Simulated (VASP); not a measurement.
# NaH (P1) in VASP: relaxation of cell and atoms with PBE

Aim: the relaxation of cell and atoms of NaH with PBE.

Everything below comes from runs of VASP 6.6.1. Logs are shortened: lines on timing, memory, paths and dates and some standing lists are left out, and cuts for length are marked.

**1. The cell of the first run**

The typed cell holds 8 atoms: a = 3.386 Å, b = 3.443 Å, c = 11.499 Å, α = 90.00°, β = 88.93°, γ = 120.47°.

**2. Relaxation of cell and atoms, PBE**

File INCAR:

```
ALGO = Normal ; EDIFF = 1E-7
EDIFFG = -0.025 ; ENCUT = 500
GGA = PE ; GGA_COMPAT = False
IBRION = 2 ; ISIF = 3
ISMEAR = 0 ; LASPH = True
LCHARG = False ; LREAL = False
LWAVE = False ; NELM = 120
NELMIN = 4 ; NSW = 80
PREC = Accurate ; SIGMA = 0.1
```

File KPOINTS:

```
k-points
0
Gamma
  6 6 1
```

File POSCAR:

```
NaH
1.0
    3.3861662673     -0.0303384655      0.0316061012
   -1.7193570154      2.9829984134      0.0001167224
    0.1075412937      0.0625475882     11.4986816268
Na H
4 4
Direct
    0.7610202027      0.3952096590      0.8930041919
    0.3225022363      0.6346745582      0.1211352192
    0.3338289903      0.6103928938      0.3632910445
    0.6793545724      0.3488514423      0.6154082022
    0.0289272425      0.0772003432     -0.0022145701
   -0.0230754487      0.0162898502      0.5099047638
    0.6292433376      0.2830599781      0.2201448823
    0.2681988670      0.6343212752      0.7793262662
```

Potentials or basis: VASP PAW PBE potentials, release 64 (Na_pv, H).

Started as:

```
cat potpaw_PBE.64/Na_pv/POTCAR potpaw_PBE.64/H/POTCAR > POTCAR
mpirun -np 1 vasp_std > vasp.out
```

OUTCAR:

```text
EDIFF = 1E-7
   EDIFFG = -0.025
   ENCUT = 500
   GGA = PE
   IBRION = 2
   ISIF = 3
   ISMEAR = 0
   LASPH = True
   LREAL = False
   NELM = 120
   NELMIN = 4
   NSW = 80
   PREC = Accurate

 ion  position               nearest neighbor table
   1  0.761  0.395  0.893-
   2  0.323  0.635  0.121-   3 2.79
   3  0.334  0.610  0.363-   2 2.79
   4  0.679  0.349  0.615-
   5  0.029  0.077  0.998-
   6  0.977  0.016  0.510-
   7  0.629  0.283  0.220-
   8  0.268  0.634  0.779-

  LATTYP: Found a triclinic cell.
 ALAT       =     3.3907904960
 B/A-ratio  =     1.0154068266
 C/A-ratio  =     3.3913491928
 COS(alpha) =     0.0000762675
 COS(beta)  =     0.0186885786
 COS(gamma) =     0.5089633636

  Lattice vectors:

 A1 = (   1.6668092519,   2.9526599479,   0.0317228236)
 A2 = (  -1.7193570154,   2.9829984134,   0.0001167224)
 A3 = (   0.1075412937,   0.0625475882,  11.4986816268)

Analysis of symmetry for initial positions (statically):
=====================================================================
 Subroutine PRICEL returns:
 Original cell was already a primitive cell.

 Routine SETGRP: Setting up the symmetry group for a
 triclinic supercell.

 Subroutine GETGRP returns: Found  1 space group operations
 (whereof  1 operations were pure point group operations)
 out of a pool of  2 trial point group operations.

The static configuration has the point symmetry C_1 .

Analysis of symmetry for dynamics (positions and initial velocities):
=====================================================================
 Subroutine PRICEL returns:
 Original cell was already a primitive cell.

 Routine SETGRP: Setting up the symmetry group for a
 triclinic supercell.

 Subroutine GETGRP returns: Found  1 space group operations
 (whereof  1 operations were pure point group operations)
 out of a pool of  2 trial point group operations.

The dynamic configuration has the point symmetry C_1 .

 Subroutine INISYM returns: Found  1 space group operations
 (whereof  1 operations are pure point group operations),
 and found     1 'primitive' translations

----------------------------------------------------------------------------------------

                                     Primitive cell

  volume of cell :     115.5340

  direct lattice vectors                    reciprocal lattice vectors
     3.386166267 -0.030338466  0.031606101     0.296886999  0.171121505 -0.003707455
    -1.719357015  2.982998413  0.000116722     0.003036589  0.336983484 -0.001861436
     0.107541294  0.062547588 11.498681627    -0.000816076 -0.000473778  0.086976701

  length of vectors
     3.386449669  3.443031817 11.499354612     0.342692581  0.337002306  0.086981820

  position of ions in fractional coordinates (direct lattice)
     0.761020203  0.395209659  0.893004192
     0.322502236  0.634674558  0.121135219
     0.333828990  0.610392894  0.363291045
     0.679354572  0.348851442  0.615408202
     0.028927242  0.077200343  0.997785430
     0.976924551  0.016289850  0.509904764
     0.629243338  0.283059978  0.220144882
     0.268198867  0.634321275  0.779326266

  ion indices of the primitive-cell ions
   primitive index   ion index
                 1           1
                 2           2
                 3           3
                 4           4
                 5           5
                 6           6
                 7           7
                 8           8

----------------------------------------------------------------------------------------

 KPOINTS: k-points

Automatic generation of k-mesh.
 Grid dimensions read from file:
 generate k-points for:    6    6    1

 Generating k-lattice:

  Cartesian coordinates                     Fractional coordinates (reciprocal lattice)
     0.049481167  0.028520251 -0.000617909     0.166666667 -0.000000000  0.000000000
     0.000506098  0.056163914 -0.000310239    -0.000000000  0.166666667  0.000000000
    -0.000816076 -0.000473778  0.086976701    -0.000000000  0.000000000  1.000000000

  Length of vectors
     0.057115430  0.056167051  0.086981820

  Shift w.r.t. Gamma in fractional coordinates (k-lattice)
     0.000000000  0.000000000  0.000000000

 Subroutine IBZKPT returns following result:
 ===========================================

 Found     20 irreducible k-points:

 Following reciprocal coordinates:
            Coordinates               Weight
  0.000000  0.000000  0.000000      1.000000
  0.166667 -0.000000 -0.000000      2.000000
  0.333333 -0.000000  0.000000      2.000000
  0.500000  0.000000 -0.000000      1.000000
  0.000000  0.166667 -0.000000      2.000000
  0.166667  0.166667 -0.000000      2.000000
[... 12 lines left out ...]
  0.333333  0.500000 -0.000000      2.000000
  0.500000  0.500000 -0.000000      1.000000
   k-points           NKPTS =     20   k-points in BZ     NKDIM =     20   number of bands    NBANDS=     21
   number of dos      NEDOS =    301   number of ions     NIONS =      8
   total plane-waves  NPLWV =  65856
   dimension x,y,z NGX =    28 NGY =   28 NGZ =   84
   dimension x,y,z NGXF=    56 NGYF=   56 NGZF=  168
   ions per type =               4   4
   NGX,Y,Z   is equivalent  to a cutoff of  13.75, 13.52, 12.14 a.u.
   NGXF,Y,Z  is equivalent  to a cutoff of  27.49, 27.04, 24.29 a.u.
 SYSTEM =  unknown system
   PREC   = accura    normal or accurate (medium, high low for compatibility)
   ISTART =      0    job   : 0-new  1-cont  2-samecut
   ICHARG =      2    charge: 1-file 2-atom 10-const
   ISPIN  =      1    spin polarized calculation?
   LNONCOLLINEAR =      F non collinear calculations
   LSORBIT =      F    spin-orbit coupling
   LASPH  =      T    aspherical Exc in radial PAW
   ENCUT  =  500.0 eV  36.75 Ry    6.06 a.u.   6.17  6.28 20.97*2*pi/ulx,y,z
   NELM   =    120;   NELMIN=  4; NELMDL= -5     # of ELM steps
   EDIFF  = 0.1E-06   stopping-criterion for ELM
   LREAL  =      F    real-space projection
   EDIFFG = -.3E-01   stopping-criterion for IOM
   NSW    =     80    number of steps for IOM
   IBRION =      2    ionic relax: 0-MD 1-quasi-New 2-CG
   NFREE  =      1    steps in history (QN), initial steepest desc. (CG)
   ISIF   =      3    stress and relaxation
   ISYM   =      2    0-nonsym 1-usesym 2-fastsym
   POTIM  = 0.5000    time-step for ionic-motion
   TEBEG  =    0.0;   TEEND  =   0.0 temperature during run
   PSTRESS=    0.0 pullay stress
   NELECT =      32.0000    total number of electrons
   NUPDOWN=      -1.0000    fix difference up-down
   EMIN   =  10.00;   EMAX   =-10.00  energy-range for DOS
   EFERMI =   0.00;   METHOD = LEGACY
   ISMEAR =     0;   SIGMA  =   0.10  broadening in eV -4-tet -1-fermi 0-gaus
   EFERMI_NEDOS =   21; number of points for ismear=-14 and -15
   IALGO  =     38    algorithm
   IMIX   =      4    mixing-type and parameters
     AMIX     =   0.40;   BMIX     =  1.00
     AMIX_MAG =   1.60;   BMIX_MAG =  1.00
  volume/ion in A,a.u.               =      14.44        97.46
  Fermi-wavevector in a.u.,A,eV,Ry     =   1.067140  2.016603 15.494160  1.138789
  Thomas-Fermi vector in A             =   2.202747
   LORBIT       =      0    0 simple, 1 ext, 2 COOP (PROOUT), +10 PAW based schemes
   GGA     = PE    functional components
   LHFCALC =     F    Hartree Fock is set to
   AEXX    =    0.0000 exact exchange contribution
   IVDW    =     0    specifies the selected vdW correction
   LEPSILON=     F    determine dielectric tensor
   LRPA    =     F    only Hartree local field effects (RPA)
 conjugate gradient relaxation of ions
 non-spin polarized calculation
 Gauss-broadening in eV      SIGMA  =   0.10
  energy-cutoff  :      500.00
  volume of cell :      115.53
 maximum number of plane-waves:      2948
 NGX is ok and might be reduce to    28
   NGX = 13   NGY = 13   NGZ = 41

--------------------------------------- Ionic step        1  -------------------------------------------

 number of electron      31.9999998 magnetization

 Free energy of the ion-electron system (eV)
  ---------------------------------------------------
  ext. energy  EPLUGINS =         0.00000000
  ---------------------------------------------------
  free energy    TOTEN  =       -19.57510018 eV

  energy without entropy =      -19.57510018  energy(sigma->0) =      -19.57510018

 E-fermi :   0.1521     XC(G=0):  -7.6690

 val. band max:       -0.3061938166   @ k =   0.3333   0.3333  -0.0000
 cond. band min:       1.8301943517   @ k =   0.0000   0.0000   0.0000
 fundamental gap:      2.1363881684
 Fermi energy:         0.1521037442

 k-point     1 :       0.0000    0.0000    0.0000
  band No.  band energies     occupation
      1     -24.6310      2.00000
      2     -24.6098      2.00000
      3     -24.5906      2.00000
      4     -23.5413      2.00000
      5     -23.5214      2.00000
      6     -23.5156      2.00000
[... 588 lines left out ...]
  FREE ENERGIE OF THE ION-ELECTRON SYSTEM (eV)
  ---------------------------------------------------
  free  energy   TOTEN  =       -19.9792476254 eV

  energy  without entropy=      -19.9792476254  energy(sigma->0) =      -19.97924763

[... ionic steps 4 to 10 ...]

--------------------------------------- Ionic step       11  -------------------------------------------

 number of electron      31.9999999 magnetization

------------------------ aborting loop because EDIFF is reached ----------------------------------------

  FORCE on cell =-STRESS in cart. coord.  units (eV):
  Direction    XX          YY          ZZ          XY          YZ          ZX
  --------------------------------------------------------------------------------------
  -------------------------------------------------------------------------------------
  Total       -0.0189756     -0.0195244      0.0553203      0.0082161      0.0009856     -0.0120135
  in kB       -0.2680450     -0.2757969      0.7814413      0.1160581      0.0139227     -0.1697004
  external PRESSURE =       0.0791998 kB  Pullay stress =       0.0000000 kB
[... 69 lines left out ...]
  energy  without entropy=      -20.1471797791  energy(sigma->0) =      -20.14717978

--------------------------------------- Ionic step       13  -------------------------------------------

 number of electron      32.0000005 magnetization

 Free energy of the ion-electron system (eV)
  ---------------------------------------------------
  ext. energy  EPLUGINS =         0.00000000
  ---------------------------------------------------
  free energy    TOTEN  =       -20.14802357 eV

  energy without entropy =      -20.14802357  energy(sigma->0) =      -20.14802357

 E-fermi :  -0.6127     XC(G=0):  -7.7463

 val. band max:       -1.1364007655   @ k =   0.1667   0.3333  -0.0000
 cond. band min:       2.4015886123   @ k =   0.0000   0.0000   0.0000
 fundamental gap:      3.5379893778
 Fermi energy:        -0.6127085757

 k-point     1 :       0.0000    0.0000    0.0000
  band No.  band energies     occupation
      1     -23.4369      2.00000
      2     -23.3894      2.00000
      3     -23.3476      2.00000
      4     -23.3305      2.00000
      5     -23.3247      2.00000
      6     -23.3210      2.00000
[... 504 lines left out ...]
  FREE ENERGIE OF THE ION-ELECTRON SYSTEM (eV)
  ---------------------------------------------------
  free  energy   TOTEN  =       -20.1480235657 eV

  energy  without entropy=      -20.1480235657  energy(sigma->0) =      -20.14802357

 reached required accuracy - stopping structural energy minimisation
```

Wall time 5.7 min (1 thread of Intel Xeon Platinum 8488C (Sapphire Rapids), shared host); peak memory 0.25 GiB.

Results:

```yaml
Free_energy: -20.1480 eV
Relaxed_volume: 14.18 Å³/atom
Relaxed_cell: a = 3.377 Å, b = 3.375 Å, c = 11.504 Å, α = 90.27°, β = 89.75°, γ = 120.09°
Space_group_after_relaxing_to_0.1_Å: Cmc2_1 (No. 36)
Energy_gained_by_relaxing: 71.6 meV/atom
Ionic_steps: 13
Pressure_after_relaxing: 0.0 GPa
Largest_force_after_relaxing: 0.022 eV/Å
Band_gap_on_the_k_mesh: 3.54 eV (least direct gap 4.11 eV)
```

Forces on the atoms (eV/Å):
```
Na   0.002 -0.012  0.013
Na   0.001  0.005 -0.009
Na  -0.001  0.012 -0.002
Na   0.009 -0.002  0.011
H   -0.001 -0.005  0.000
H   -0.001  0.010 -0.010
H   -0.009  0.012 -0.009
H    0.000 -0.021  0.007
```

Step by step:
```tsv
step	energy change (eV)	largest force (eV/Å)	pressure (GPa)	volume (Å³)
1	0.0000	1.1361	0.81	115.53
2	-0.1815	0.8111	0.21	116.76
3	-0.4041	0.3539	-0.82	119.87
4	-0.4153	0.3846	-1.00	120.64
5	-0.4623	0.2884	-0.68	118.25
6	-0.5243	0.2462	0.60	111.27
7	-0.5467	0.1355	0.32	112.26
8	-0.5605	0.0872	-0.06	113.84
9	-0.5674	0.0520	-0.08	113.88
10	-0.5699	0.0366	-0.08	113.92
11	-0.5716	0.0298	0.01	113.42
12	-0.5721	0.0286	0.09	113.01
13	-0.5729	0.0225	-0.01	113.45
```

Final structure:
```xyz
8
Lattice="3.3768 -0.0018 0.0071 -1.6904 2.9213 -0.0076 0.0256 -0.0170 11.5041" Properties=species:S:1:pos:R:3 pbc="T T T"
Na    1.7136    1.0083   10.0951
Na    0.0054    1.9552    1.4033
Na    0.0150    1.8856    4.3493
Na    1.6817    0.9523    7.1510
H     0.0044    0.0317    0.0003
H     1.6939    2.8743    5.7557
H     1.7096    0.9369    2.8878
H     0.0117    1.9741    8.6196
```

Caveat: the k points lie up to 0.55 Å⁻¹ apart in the final cell. A k mesh can miss the band edges.
